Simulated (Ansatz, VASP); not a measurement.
Given: the input of a run of VASP 6.6.1 on Ag.

INCAR

```
PREC     = Accurate       # precision mode
ENCUT    = 600            # plane-wave cutoff, eV
EDIFF    = 1E-6           # SCF threshold, eV
ISMEAR   = -1             # smearing method
SIGMA    = 0.05           # smearing width, eV
LREAL    = F              # projectors in reciprocal space
LASPH    = T              # aspherical terms in the spheres
NELM     = 60             # most SCF steps
ALGO     = Normal         # electronic algorithm
ISIF     = 3              # what is computed and relaxed
LWAVE    = F              # write WAVECAR
LCHARG   = F              # write CHGCAR
GGA      = B5             # functional
ALDAX    = 1.0          
AGGAX    = 1.0          
AGGAC    = 1.0          
ALDAC    = 0.0          
IVDW     = 13             # dispersion correction
VDW_S6   = 1.0          
VDW_S8   = 2.34076671   
VDW_A1   = 0.44488865   
VDW_A2   = 4.0933009    
IBRION   = 2              # ionic algorithm
NSW      = 60             # ionic steps
EDIFFG   = -0.01          # ionic threshold
```

The input KPOINTS:

```
Automatic mesh
0
Gamma
  11 11 11
```

File POSCAR:

```
Ag
1.0
    0.0000000000      2.0427500000      2.0427500000
    2.0427500000      0.0000000000      2.0427500000
    2.0427500000      2.0427500000      0.0000000000
Ag
1
Direct
    0.0000000000      0.0000000000      0.0000000000
```

Potentials or basis: VASP PAW PBE potentials, release 64 (Ag).

Launch:

```console
$ cat potpaw_PBE.64/Ag/POTCAR > POTCAR
$ mpirun -np 1 vasp_std > vasp.out
```

Q: Set up the same calculation for Ansatz 0.2.0. Potentials there: Ansatz PAW.

A: As run (the cutoff follows the program's own potentials):

The input input.yaml:

```yaml
crystal:
  lattice:
    - [0.0, 2.04275, 2.04275]
    - [2.04275, 0.0, 2.04275]
    - [2.04275, 2.04275, 0.0]
  atoms:
    - { symbol: Ag, position: [0.0, 0.0, 0.0] }
hamiltonian:
  xc: blyp
  pseudopotentials: { kind: paw }
  dispersion: d4
kpoints:
  mp_grid: { grid: [11, 11, 11] }
scf:
  occupations: { method: fermi_dirac, width: 0.05 }
output:
  forces: true
  stress: true
relax:
  f_tol: 0.01
  max_steps: 40
  cell: { stress_tol: 0.05 }
```

Potentials or basis: Ansatz PAW.

The run is started by

```sh
$ ansatz run input.yaml --threads 2 --pin off --max-ram 5120MiB --backend cpu --events-out ev --progress --plain --runs-dir out
```

Both were run:

|  | VASP | Ansatz | Ansatz less VASP |
| --- | --- | --- | --- |
| relaxed volume (Å³/atom) | 17.38 | 17.37 | -0.011 |
| relaxed cell length with the largest relative difference (Å) | 2.908 | 2.907 | -0.0006 |

VASP's potentials were made for PBE, not for BLYP. VASP's potentials hold 11 valence electrons a cell and Ansatz's 19, so a difference there can come from the potentials and not from the codes.

Noted on Ansatz's run: the plane-wave basis is chosen anew once the cell has moved, so the energies of steps on either side of that aren't comparable.
